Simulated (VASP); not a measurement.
Set up this calculation in VASP 6.6.1, as the native input.

* Task: relaxation of the atoms
* Functional: PBE
* Potentials or basis: VASP PAW PBE potentials, release 64 (Al, N)
* Cutoff: 520 eV
* k mesh: 9 × 9 × 6
* Occupations: gaussian, width 0.05 eV
* Spin: no spin polarisation
* Dipole correction: no
* Further INCAR settings: ALGO = Normal; EDIFF = 1e-06; IBRION = 2; EDIFFG = -0.01; NSW = 50

The structure of AlN lies in POSCAR:

```
AlN
1.0
    3.1925000000      0.0000000000      0.0000000000
   -1.5962500000      2.7647861016      0.0000000000
    0.0000000000      0.0000000000      5.4183000000
Al N
2 2
Direct
    0.3333333333      0.6666666667      0.0017290859
    0.6666666667      0.3333333333      0.5017290859
    0.3333333333      0.6666666667      0.3832709141
    0.6666666667      0.3333333333      0.8832709141
```

The input as run:

INCAR

```
PREC = Accurate ; ENCUT = 520
EDIFF = 1E-6 ; ISMEAR = 0
SIGMA = 0.05 ; LREAL = F
LASPH = T ; NELM = 80
ALGO = Normal ; ISIF = 2
LWAVE = F ; LCHARG = F
GGA = PE ; IBRION = 2
NSW = 50 ; EDIFFG = -0.01
```

KPOINTS

```
Automatic mesh
0
Gamma
  9 9 6
```

Potentials or basis: VASP PAW PBE potentials, release 64 (Al, N).

Launch:

```sh
$ cat potpaw_PBE.64/Al/POTCAR potpaw_PBE.64/N/POTCAR > POTCAR
$ mpirun -np 1 vasp_std > vasp.out
```

It gave:

| Item | Value |
| --- | --- |
| Energy gained by relaxing | 1.2 meV/atom |
| Ionic steps | 3 |
| Pressure after relaxing | -17.5 GPa |
| Band gap on the k mesh | 3.04 eV |

It took 56 s on 1 thread of Intel Xeon 8259CL, on a shared host, peak memory 0.17 GiB.
